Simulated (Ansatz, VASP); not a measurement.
**SnSe2 in VASP and in Ansatz**

```xyz
6
Lattice="-2.8752 2.8752 5.6837 2.8752 -2.8752 5.6837 2.8752 2.8752 -5.6837" Properties=species:S:1:pos:R:3 pbc="T T T"
Sn    0.0000    2.8752    2.8418
Sn    0.0000    0.0000    0.0000
Se    0.0000    2.8752    0.2476
Se    0.0000    0.0000    8.7731
Se    0.0000    0.0000    2.5942
Se    0.0000    2.8752    5.4361
```

Alike in both runs: task single point; functional PBE; k mesh 6 × 6 × 6; no spin polarisation.

|  | VASP | Ansatz |
| --- | --- | --- |
| version | VASP 6.6.1 | Ansatz 0.2.0 |
| potentials or method | VASP PAW PBE potentials, release 64 (Sn_d, Se) | plane waves, PAW |
| plane-wave cutoff (eV) | 520 | 420 |
| occupations | gaussian, width 0.01 eV | fixed |
| valence electrons in the cell | 52 | 92 |

Ansatz gave:

* gap on the k mesh at the Fermi level (eV): 0.16
* pressure (GPa): -1.3
* traceless stress, the component that is largest in VASP (GPa): -0.60
* rms of the force components (eV/Å): 0.086

Problem. Which values does VASP return?

Solution. gap on the k mesh at the Fermi level (eV): 0.16; pressure (GPa): -1.3; traceless stress, the component that is largest in VASP (GPa): -0.58; rms of the force components (eV/Å): 0.083.

Atom by atom the forces differ by 0.003 eV/Å (rms over components). VASP's potentials hold 52 valence electrons a cell and Ansatz's 92, so a difference there can come from the potentials and not from the codes.
